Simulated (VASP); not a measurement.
# SnO in VASP: further runs, part 2 of 2

VASP 6.6.1. The steps go on from the part before.

## (3) Single point, LDA

Input file INCAR:

```
PREC = Accurate
ENCUT = 520
EDIFF = 1E-7
ISMEAR = -1
SIGMA = 0.05
LREAL = False
LASPH = True
NELM = 100
ALGO = Normal
ISIF = 2
LWAVE = False
LCHARG = False
NBANDS = 28
```

Input file KPOINTS:

```
Automatic mesh
0
Gamma
  8 5 6
```

Input file POSCAR:

```
SnO
1.0
    3.3550050000      0.0000000000      0.0000000000
    0.0000000000      5.6741040000      0.0000000000
    0.0000000000      0.0000000000      4.2219700000
Sn O
2 2
Direct
    0.5000000000      0.7680910000      0.0131440000
    0.0000000000      0.2319090000      0.5131440000
    0.5000000000      0.1087500000      0.2368570000
    0.0000000000      0.8912500000      0.7368570000
```

Potentials or basis: VASP PAW LDA potentials, release 64 (Sn_d, O).

Command:

```sh
cat potpaw_LDA.64/Sn_d/POTCAR potpaw_LDA.64/O/POTCAR > POTCAR
mpirun -np 1 vasp_std > vasp.out
```

OUTCAR:

```text
PREC = Accurate
   ENCUT = 520
   EDIFF = 1E-7
   ISMEAR = -1
   LREAL = False
   LASPH = True
   NELM = 100
   ISIF = 2

 ion  position               nearest neighbor table
   1  0.500  0.768  0.013-   3 2.15   4 2.16   4 2.16
   2  0.000  0.232  0.513-   4 2.15   3 2.16   3 2.16
   3  0.500  0.109  0.237-   1 2.15   2 2.16   2 2.16
   4  0.000  0.891  0.737-   2 2.15   1 2.16   1 2.16

  LATTYP: Found a simple orthorhombic cell.
 ALAT       =     3.3550050000
 B/A-ratio  =     1.2584094510
 C/A-ratio  =     1.6912356315

  Lattice vectors:

 A1 = (  -3.3550050000,   0.0000000000,   0.0000000000)
 A2 = (   0.0000000000,   0.0000000000,   4.2219700000)
 A3 = (   0.0000000000,   5.6741040000,   0.0000000000)

Analysis of symmetry for initial positions (statically):
=====================================================================
 Subroutine PRICEL returns:
 Original cell was already a primitive cell.

 Routine SETGRP: Setting up the symmetry group for a
 simple orthorhombic supercell.

 Subroutine GETGRP returns: Found  4 space group operations
 (whereof  2 operations were pure point group operations)
 out of a pool of  8 trial point group operations.

The static configuration has the point symmetry C_1h.
 The point group associated with its full space group is C_2v.

Analysis of symmetry for dynamics (positions and initial velocities):
=====================================================================
 Subroutine PRICEL returns:
 Original cell was already a primitive cell.

 Routine SETGRP: Setting up the symmetry group for a
 simple orthorhombic supercell.

 Subroutine GETGRP returns: Found  4 space group operations
 (whereof  2 operations were pure point group operations)
 out of a pool of  8 trial point group operations.

The dynamic configuration has the point symmetry C_1h.
 The point group associated with its full space group is C_2v.
[... 113 lines left out ...]
   PSTRESS=    0.0 pullay stress
   NELECT =      40.0000    total number of electrons
   NUPDOWN=      -1.0000    fix difference up-down
   EMIN   =  10.00;   EMAX   =-10.00  energy-range for DOS
   EFERMI =   0.00;   METHOD = LEGACY
   ISMEAR =    -1;   SIGMA  =   0.05  broadening in eV -4-tet -1-fermi 0-gaus
   EFERMI_NEDOS =   21; number of points for ismear=-14 and -15
   IALGO  =     38    algorithm
   IMIX   =      4    mixing-type and parameters
     AMIX     =   0.40;   BMIX     =  1.00
     AMIX_MAG =   1.60;   BMIX_MAG =  1.00
  volume/ion in A,a.u.               =      20.09       135.59
  Fermi-wavevector in a.u.,A,eV,Ry     =   1.297357  2.451650 22.900458  1.683136
  Thomas-Fermi vector in A             =   2.428755
   LORBIT       =      0    0 simple, 1 ext, 2 COOP (PROOUT), +10 PAW based schemes
   GGA     = CA    functional components
   LHFCALC =     F    Hartree Fock is set to
   AEXX    =    0.0000 exact exchange contribution
   IVDW    =     0    specifies the selected vdW correction
   LEPSILON=     F    determine dielectric tensor
   LRPA    =     F    only Hartree local field effects (RPA)
 non-spin polarized calculation
  energy-cutoff  :      520.00
  volume of cell :       80.37
 maximum number of plane-waves:      2186
 NGX is ok and might be reduce to    28

 number of electron      39.9999992 magnetization

 Free energy of the ion-electron system (eV)
  ---------------------------------------------------
  ext. energy  EPLUGINS =         0.00000000
  ---------------------------------------------------
  free energy    TOTEN  =       -25.18210656 eV

  energy without entropy =      -25.18210654  energy(sigma->0) =      -25.18210655

 E-fermi :   5.2397     XC(G=0):  -9.9653

 val. band max:        4.5243964883   @ k =   0.0000   0.0000   0.0000
 cond. band min:       5.9706348077   @ k =   0.3750   0.4000   0.0000
 fundamental gap:      1.4462383194
 Fermi energy:         5.2397211753

 k-point     1 :       0.0000    0.0000    0.0000
  band No.  band energies     occupation
      1     -16.5521      2.00000
      2     -16.2456      2.00000
      3     -16.1593      2.00000
      4     -16.1353      2.00000
      5     -16.1085      2.00000
      6     -16.0751      2.00000
[... 733 lines left out ...]
     27      13.3891      0.00000
     28      14.4219      0.00000

 [... further k-points ...]
[... 5 lines left out ...]
  --------------------------------------------------------------------------------------
  -------------------------------------------------------------------------------------
  Total       -3.0540488     -2.4298875     -2.3142830      0.0000000      0.0000000      0.0000000
  in kB      -60.8808845    -48.4385512    -46.1340346      0.0000000      0.0000000      0.0000000
  external PRESSURE =     -51.8178235 kB  Pullay stress =       0.0000000 kB

 VOLUME and BASIS-vectors are now :
 -----------------------------------------------------------------------------
  energy-cutoff  :      520.00
  volume of cell :       80.37
      direct lattice vectors                 reciprocal lattice vectors
     3.355005000  0.000000000  0.000000000     0.298062149  0.000000000  0.000000000
     0.000000000  5.674104000  0.000000000     0.000000000  0.176239279  0.000000000
     0.000000000  0.000000000  4.221970000     0.000000000  0.000000000  0.236856254

 POSITION                                       TOTAL-FORCE (eV/Angst)
 -----------------------------------------------------------------------------------
      1.67750      4.35823      0.05549         0.000000      0.616846     -0.191674
      0.00000      1.31588      2.16648         0.000000     -0.616846     -0.191674
      1.67750      0.61706      1.00000         0.000000     -0.177484      0.191674
      0.00000      5.05705      3.11099         0.000000      0.177484      0.191674
 -----------------------------------------------------------------------------------
    total drift:                                0.000000      0.000000     -0.000124

  FREE ENERGIE OF THE ION-ELECTRON SYSTEM (eV)
  ---------------------------------------------------
  free  energy   TOTEN  =       -25.1821065605 eV

  energy  without entropy=      -25.1821065361  energy(sigma->0) =      -25.18210655
```

OSZICAR:

```text
N       E                     dE             d eps       ncg     rms          rms(c)
DAV:   1     0.432279492312E+03    0.43228E+03   -0.20401E+04  3472   0.210E+03
DAV:   2     0.401176583978E+02   -0.39216E+03   -0.37633E+03  3508   0.537E+02
DAV:   3    -0.256044228891E+02   -0.65722E+02   -0.64630E+02  3824   0.188E+02
DAV:   4    -0.289795447952E+02   -0.33751E+01   -0.33571E+01  3912   0.459E+01
DAV:   5    -0.290657756686E+02   -0.86231E-01   -0.86213E-01  3748   0.788E+00    0.116E+01
DAV:   6    -0.253819622991E+02    0.36838E+01   -0.17512E+01  5452   0.483E+01    0.553E+00
DAV:   7    -0.252509844953E+02    0.13098E+00   -0.22943E+00  3884   0.928E+00    0.255E+00
DAV:   8    -0.251968699658E+02    0.54115E-01   -0.39978E-01  3920   0.403E+00    0.781E-01
DAV:   9    -0.251815763649E+02    0.15294E-01   -0.46362E-02  5552   0.218E+00    0.230E-01
DAV:  10    -0.251828270519E+02   -0.12507E-02   -0.84338E-03  4876   0.818E-01    0.180E-01
DAV:  11    -0.251820759220E+02    0.75113E-03   -0.26635E-03  5252   0.476E-01    0.205E-02
DAV:  12    -0.251821102698E+02   -0.34348E-04   -0.34617E-04  3552   0.109E-01    0.266E-02
DAV:  13    -0.251821069949E+02    0.32749E-05   -0.15088E-05  5020   0.329E-02    0.101E-02
DAV:  14    -0.251821065850E+02    0.40992E-06   -0.12710E-06  3684   0.735E-03    0.197E-03
DAV:  15    -0.251821065605E+02    0.24466E-07   -0.34361E-07  3212   0.483E-03
   1 F= -.25182107E+02 E0= -.25182107E+02  d E =-.244549E-07
```

stdout:

```text
POSCAR found type information on POSCAR SnO
 POSCAR found :  2 types and       4 ions
 scaLAPACK will be used
 LDA part: xc-table for (Slater(with rela. corr.)+CA(PZ))
 , standard interpolation
 POSCAR, INCAR and KPOINTS ok, starting setup
 FFT: planning ... GRIDC
 FFT: planning ... GRID_SOFT
 FFT: planning ... GRID
 WAVECAR not read
 entering main loop
```

Wall time 2.1 min (1 thread of Intel Xeon 6975P-C, shared host); peak memory 0.23 GiB.

Results:

```
Free energy            : -25.1821 eV
Pressure               : -5.2 GPa
Largest force          : 0.646 eV/Å
Band gap on the k mesh : 1.45 eV, indirect (least direct gap 2.04 eV)
```

Forces on the atoms (eV/Å):
```
Sn   0.000  0.617 -0.192
Sn   0.000 -0.617 -0.192
O    0.000 -0.177  0.192
O    0.000  0.177  0.192
```

Stress tensor (GPa, compression positive):
```
-6.09  0.00  0.00
 0.00 -4.84  0.00
 0.00  0.00 -4.61
```

Levels at points of the mesh, in eV from the valence-band top:
```tsv
k point	band 18	band 19	band 20	band 21	band 22	band 23
(0.00, 0.00, 0.00)	-2.62	-2.02	0.00	2.59	3.12	5.81
(0.50, 0.00, 0.00)	-2.56	-1.25	-1.25	2.54	2.54	5.46
(0.00, 0.00, 0.50)	-3.19	-1.65	-1.65	2.60	2.60	5.16
(0.50, 0.00, 0.50)	-3.14	-1.07	-1.07	2.08	2.08	4.53
```

Caveat: spin-orbit coupling is left out, which moves the levels of the heavy elements. A k mesh can miss the band edges.

## (4) Single point, PBE

This run uses another cell than the first one, of 18.89 Å³/atom, 0.940 times its volume.

Input file INCAR:

```
SYSTEM = SnO
PREC = Accurate
ENCUT = 520
EDIFF = 1E-6
ISMEAR = -1
SIGMA = 0.05
LREAL = .False.
LASPH = .True.
NELM = 80
ALGO = Normal
ISIF = 2
LWAVE = .False.
LCHARG = .True.
GGA = PE
LELF = .True.
LVHAR = .True.
NBANDS = 28
```

Input file KPOINTS:

```
regular mesh
0
Gamma
  8 5 6
  0 0 0
```

Input file POSCAR:

```
SnO
1.0
    3.2865162927      0.0000000000      0.0000000000
    0.0000000000      5.5582734578      0.0000000000
    0.0000000000      0.0000000000      4.1357831634
Sn O
2 2
Direct
    0.5000000000      0.7680910000      0.0131440000
    0.0000000000      0.2319090000      0.5131440000
    0.5000000000      0.1087500000      0.2368570000
    0.0000000000      0.8912500000      0.7368570000
```

Potentials or basis: VASP PAW PBE potentials, release 64 (Sn_d, O).

Command:

```sh
cat potpaw_PBE.64/Sn_d/POTCAR potpaw_PBE.64/O/POTCAR > POTCAR
mpirun -np 1 vasp_std > vasp.out
```

Run time: 36 s. Hardware: 1 thread of Intel Xeon 6975P-C (Granite Rapids), shared host; peak memory 0.23 GiB.

It converged, with:

```
Free energy            : -22.3456 eV
Pressure               : 5.9 GPa
Largest force          : 0.901 eV/Å
Band gap on the k mesh : 1.40 eV, indirect (least direct gap 1.96 eV)
```

Forces on the atoms (eV/Å):
```
Sn   0.000 -0.856  0.281
Sn   0.000  0.856  0.281
O    0.000  0.003 -0.281
O    0.000 -0.003 -0.281
```

Stress tensor (GPa, compression positive):
```
6.54 0.00 0.00
0.00 6.34 0.00
0.00 0.00 4.96
```

Levels at points of the mesh, in eV from the valence-band top:
```
           k point  band 18  band 19  band 20  band 21  band 22  band 23
(0.00, 0.00, 0.00)    -2.96    -2.37    -0.01     2.69     3.28     5.97
(0.50, 0.00, 0.00)    -2.95    -1.31    -1.31     2.59     2.59     5.73
(0.00, 0.00, 0.50)    -3.55    -1.86    -1.86     2.75     2.75     5.39
(0.50, 0.00, 0.50)    -3.43    -1.13    -1.13     2.04     2.04     4.67
```

Caveat: spin-orbit coupling is left out, which moves the levels of the heavy elements.

## (5) Single point, PBE

This run uses another cell than the first one, of 19.29 Å³/atom, 0.960 times its volume.

Input file INCAR:

```
SYSTEM = SnO
ALGO = Normal
EDIFF = 1E-6
ENCUT = 520
GGA = PE
ISIF = 2
ISMEAR = -1
LASPH = .TRUE.
LCHARG = .FALSE.
LREAL = .FALSE.
LWAVE = .FALSE.
NBANDS = 28
NELM = 100
PREC = Accurate
SIGMA = 0.05
```

Input file KPOINTS:

```
k-points
0
G
  8 5 6
  0 0 0
```

Input file POSCAR:

```
SnO
1.0
    3.3096615362      0.0000000000      0.0000000000
    0.0000000000      5.5974175183      0.0000000000
    0.0000000000      0.0000000000      4.1649093566
Sn O
2 2
Direct
    0.5000000000      0.7680910000      0.0131440000
    0.0000000000      0.2319090000      0.5131440000
    0.5000000000      0.1087500000      0.2368570000
    0.0000000000      0.8912500000      0.7368570000
```

Command:

```sh
cat potpaw_PBE.64/Sn_d/POTCAR potpaw_PBE.64/O/POTCAR > POTCAR
mpirun -np 1 vasp_std > vasp.out
```

Run time: 44 s. Hardware: 1 thread of Intel Xeon 6975P-C (Granite Rapids), shared host; peak memory 0.25 GiB.

Results (log left out):

* Free energy: -22.3966 eV
* Pressure: 3.9 GPa
* Largest force: 0.565 eV/Å
* Band gap on the k mesh: 1.43 eV, indirect (least direct gap 2.00 eV)

Forces on the atoms (eV/Å):
```
Sn   0.000 -0.535  0.180
Sn   0.000  0.535  0.180
O    0.000 -0.022 -0.180
O    0.000  0.022 -0.180
```

Stress tensor (GPa, compression positive):
```
4.26 0.00 0.00
0.00 4.24 0.00
0.00 0.00 3.32
```

Levels at points of the mesh, in eV from the valence-band top:
| k point | band 17 | band 18 | band 19 | band 20 | band 21 | band 22 | band 23 | band 24 |
| --- | --- | --- | --- | --- | --- | --- | --- | --- |
| (0.00, 0.00, 0.00) | -3.76 | -2.84 | -2.25 | 0.00 | 2.69 | 3.24 | 5.95 | 6.06 |
| (0.50, 0.00, 0.00) | -2.82 | -2.82 | -1.28 | -1.28 | 2.60 | 2.60 | 5.66 | 5.66 |
| (0.00, 0.00, 0.50) | -3.42 | -3.42 | -1.79 | -1.79 | 2.73 | 2.73 | 5.34 | 5.34 |
| (0.50, 0.00, 0.50) | -3.32 | -3.32 | -1.11 | -1.11 | 2.06 | 2.06 | 4.66 | 4.66 |

Caveat: spin-orbit coupling is left out, which moves the levels of the heavy elements. A k mesh can miss the band edges.

## (6) Single point, PBE

This run uses another cell than the first one, of 19.69 Å³/atom, 0.980 times its volume.

Input file INCAR:

```
  PREC = Accurate
  ENCUT = 520
  EDIFF = 1E-6
  ISMEAR = -1
  SIGMA = 0.05
  LREAL = False
  LASPH = True
  NELM = 100
  ALGO = Normal
  ISIF = 2
  LWAVE = False
  LCHARG = False
  GGA = PE
  NBANDS = 28
```

Input file KPOINTS:

```
Automatic mesh
0
Gamma
  8 5 6
```

Input file POSCAR:

```
SnO
1.0
    3.3324875095      0.0000000000      0.0000000000
    0.0000000000      5.6360216177      0.0000000000
    0.0000000000      0.0000000000      4.1936337771
Sn O
2 2
Direct
    0.5000000000      0.7680910000      0.0131440000
    0.0000000000      0.2319090000      0.5131440000
    0.5000000000      0.1087500000      0.2368570000
    0.0000000000      0.8912500000      0.7368570000
```

Potentials or basis: VASP PAW PBE potentials, release 64 (Sn_d, O).

Command:

```sh
cat potpaw_PBE.64/Sn_d/POTCAR potpaw_PBE.64/O/POTCAR > POTCAR
mpirun -np 1 vasp_std > vasp.out
```

OUTCAR:

```text
PREC = Accurate
   ENCUT = 520
   EDIFF = 1E-6
   ISMEAR = -1
   LREAL = False
   LASPH = True
   NELM = 100
   ISIF = 2
   GGA = PE

 ion  position               nearest neighbor table
   1  0.500  0.768  0.013-   3 2.14   4 2.14   4 2.14   2 3.74   2 3.74   2 3.74   2 3.74
   2  0.000  0.232  0.513-   4 2.14   3 2.14   3 2.14   1 3.74   1 3.74   1 3.74   1 3.74
   3  0.500  0.109  0.237-   1 2.14   2 2.14   2 2.14
   4  0.000  0.891  0.737-   2 2.14   1 2.14   1 2.14

  LATTYP: Found a simple orthorhombic cell.
[... 939 lines left out ...]
     28      15.1515      0.00000

 [... further k-points ...]
[... 5 lines left out ...]
  --------------------------------------------------------------------------------------
  -------------------------------------------------------------------------------------
  Total        1.0874252      1.1618095      0.9053082      0.0000000      0.0000000      0.0000000
  in kB       22.1196515     23.6327266     18.4151534      0.0000000      0.0000000      0.0000000
  external PRESSURE =      21.3891772 kB  Pullay stress =       0.0000000 kB

 VOLUME and BASIS-vectors are now :
 -----------------------------------------------------------------------------
  energy-cutoff  :      520.00
  volume of cell :       78.76
      direct lattice vectors                 reciprocal lattice vectors
     3.332487509  0.000000000  0.000000000     0.300076143  0.000000000  0.000000000
     0.000000000  5.636021618  0.000000000     0.000000000  0.177430121  0.000000000
     0.000000000  0.000000000  4.193633777     0.000000000  0.000000000  0.238456683

 POSITION                                       TOTAL-FORCE (eV/Angst)
 -----------------------------------------------------------------------------------
      1.66624      4.32898      0.05512         0.000000     -0.237350      0.086609
      0.00000      1.30704      2.15194         0.000000      0.237350      0.086609
      1.66624      0.61292      0.99329         0.000000     -0.043235     -0.086609
      0.00000      5.02310      3.09011         0.000000      0.043235     -0.086609
 -----------------------------------------------------------------------------------
    total drift:                                0.000000      0.000000     -0.000913

  FREE ENERGIE OF THE ION-ELECTRON SYSTEM (eV)
  ---------------------------------------------------
  free  energy   TOTEN  =       -22.4283660484 eV

  energy  without entropy=      -22.4283660269  energy(sigma->0) =      -22.42836604
```

Wall time 45 s (1 thread of Intel Xeon 6975P-C (Granite Rapids), shared host); peak memory 0.25 GiB.

What came out:

```
Free energy            : -22.4284 eV
Pressure               : 2.1 GPa
Largest force          : 0.253 eV/Å
Band gap on the k mesh : 1.47 eV, indirect (least direct gap 2.04 eV)
```

Forces in eV/Å, atoms in the order of the input:
```
Sn   0.000 -0.237  0.087
Sn   0.000  0.237  0.087
O    0.000 -0.043 -0.087
O    0.000  0.043 -0.087
```

Stress tensor (GPa, compression positive):
```
2.21 0.00 0.00
0.00 2.36 0.00
0.00 0.00 1.84
```

Caveat: spin-orbit coupling is left out, which moves the levels of the heavy elements. A k mesh can miss the band edges.

## (7) Summary

```tsv
level	potentials or basis	cell	gap on the mesh (eV)	pressure (GPa)	largest force (eV/Å)
PBE	VASP PAW PBE potentials, release 64 (Sn_d, O)	a = 3.355, b = 5.674, c = 4.222 Å, 4 atoms	1.52	1.7	0.93
LDA	VASP PAW LDA potentials, release 64 (Sn_d, O)	a = 3.355, b = 5.674, c = 4.222 Å, 4 atoms	1.45	-5.2	0.65
PBE	VASP PAW PBE potentials, release 64 (Sn_d, O)	a = 3.287, b = 5.558, c = 4.136 Å, 4 atoms	1.40	5.9	0.90
PBE	VASP PAW PBE potentials, release 64 (Sn_d, O)	a = 3.310, b = 5.597, c = 4.165 Å, 4 atoms	1.43	3.9	0.56
PBE	VASP PAW PBE potentials, release 64 (Sn_d, O)	a = 3.332, b = 5.636, c = 4.194 Å, 4 atoms	1.47	2.1	0.25
```

Some of these runs hold the atoms at other places in the same cell, which the table doesn't show; runs alike in all that it shows share one row.

Alike in all rows: task single point; no spin polarisation; k mesh 8 × 5 × 6; cutoff (eV) 520; smearing fermi-dirac 0.05 eV.

Caveats: spin-orbit coupling is left out, which moves the levels of the heavy elements.

Absolute energies hang on the potentials; compare differences alone.
